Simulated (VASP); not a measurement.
Here is a VASP 6.6.1 calculation.

Contents of INCAR:

```
ALGO = Normal ; EDIFF = 1E-7
EDIFFG = -0.005 ; ENCUT = 600
GGA = PS ; IBRION = 2
ISIF = 3 ; ISMEAR = -1
LASPH = T ; LCHARG = F
LREAL = F ; LWAVE = F
NELM = 60 ; NSW = 80
PREC = Accurate ; PSTRESS = 50.0
SIGMA = 0.05
```

KPOINTS

```
k-points
0
Gamma
  12 12 12
```

POSCAR

```
Zn
1.0
    0.0000000000      1.9647760000      1.9647760000
    1.9647760000      0.0000000000      1.9647760000
    1.9647760000      1.9647760000      0.0000000000
Zn
1
Direct
    0.0000000000      0.0000000000      0.0000000000
```

Potentials or basis: VASP PAW PBE potentials, release 64 (Zn).

Launch:

```sh
$ cat potpaw_PBE.64/Zn/POTCAR > POTCAR
$ mpirun -np 1 vasp_std > vasp.out
```

Question: What does it give for the relaxed volume?

Answer: 13.46 Å³/atom.

Question: Predict the band gap on the k mesh.

Answer: Zero (band 6 reaches 6.13 eV, above the bottom of band 7 at 2.63 eV).

Final structure:
```
Zn
1.0
     0.00000    1.88815    1.88815
     1.88815    0.00000    1.88815
     1.88815    1.88815    0.00000
Zn
1
Direct
  0.00000 0.00000 0.00000
```

Caveat: the cell is relaxed towards a set pressure, so the enthalpy falls and the energy may rise; the PAW data sets were made with another functional, which shifts forces and pressure a little.
